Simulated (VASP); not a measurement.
**InSe: relaxation of the atoms with PBEsol**

InSe, a slab with vacuum:

```
Se In
1.0
     4.00585    0.00000    0.00000
    -2.00293    3.46917    0.00000
     0.00000    0.00000   37.33648
Se In
6 6
Direct
  0.66667 0.33333 0.20088
  0.66667 0.33333 0.34375
  0.33333 0.66667 0.42856
  0.33333 0.66667 0.57144
  0.66667 0.33333 0.65625
  0.66667 0.33333 0.79912
  0.33333 0.66667 0.23513
  0.33333 0.66667 0.30950
  0.66667 0.33333 0.46282
  0.66667 0.33333 0.53718
  0.33333 0.66667 0.69050
  0.33333 0.66667 0.76487
```

| Quantity | Value |
| --- | --- |
| Program | VASP 6.6.1 |
| Task | relaxation of the atoms |
| Functional | PBEsol |
| Potentials or basis | VASP PAW PBE potentials, release 64 (Se, In_d) |
| Cutoff | 520 eV |
| k mesh | 9 × 9 × 1 |
| Occupations | gaussian, width 0.05 eV |
| Spin | no spin polarisation |
| Dipole correction | yes |
| Further INCAR settings | ALGO = Normal; EDIFF = 1e-06; IBRION = 2; EDIFFG = -0.02; NSW = 80 |

| Property | Result |
| --- | --- |
| Energy gained by relaxing | 0.0 meV/atom |
| Ionic steps | 2 |
| Largest force after relaxing | 0.008 eV/Å |
| Band gap on the k mesh | 0.87 eV (least direct gap 0.91 eV) |

Forces on the atoms (eV/Å):
```
Se   0.000  0.000 -0.002
Se   0.000  0.000  0.007
Se   0.000  0.000 -0.008
Se   0.000  0.000  0.008
Se   0.000  0.000 -0.007
Se   0.000  0.000  0.002
In   0.000  0.000 -0.005
In   0.000  0.000  0.002
In   0.000  0.000 -0.003
In   0.000  0.000  0.003
In   0.000  0.000 -0.002
In   0.000  0.000  0.005
```

The path:
```tsv
step	energy change (eV)	largest force (eV/Å)	pressure (GPa)
1	0.0000	0.0266	0.00
2	-0.0001	0.0081	-0.02
```

Final structure:
```yaml
crystal:
  lattice:
    - [4.00585, 0.00000, 0.00000]
    - [-2.00293, 3.46917, 0.00000]
    - [0.00000, 0.00000, 37.33648]
  atoms:
    - { symbol: Se, position: [0.66667, 0.33333, 0.20086] }
    - { symbol: Se, position: [0.66667, 0.33333, 0.34377] }
    - { symbol: Se, position: [0.33333, 0.66667, 0.42854] }
    - { symbol: Se, position: [0.33333, 0.66667, 0.57146] }
    - { symbol: Se, position: [0.66667, 0.33333, 0.65623] }
    - { symbol: Se, position: [0.66667, 0.33333, 0.79914] }
    - { symbol: In, position: [0.33333, 0.66667, 0.23515] }
    - { symbol: In, position: [0.33333, 0.66667, 0.30946] }
    - { symbol: In, position: [0.66667, 0.33333, 0.46284] }
    - { symbol: In, position: [0.66667, 0.33333, 0.53716] }
    - { symbol: In, position: [0.33333, 0.66667, 0.69054] }
    - { symbol: In, position: [0.33333, 0.66667, 0.76485] }
```

Levels at points of the mesh, in eV from the valence-band top:
```tsv
k point	band 54	band 55	band 56	band 57	band 58	band 59	band 60	band 61
(0.00, 0.00, 0.00)	-0.79	-0.79	-0.57	-0.04	0.87	1.34	1.75	2.35
```

Run time: 4.5 min on 4 MPI ranks on Intel(R) Xeon(R) Platinum 8488C (Sapphire Rapids), with other jobs on the host, peak memory 0.78 GiB a rank.

Caveat: the PAW data sets were made with another functional, which shifts forces and pressure a little; spin-orbit coupling is left out, which moves the levels of the heavy elements.
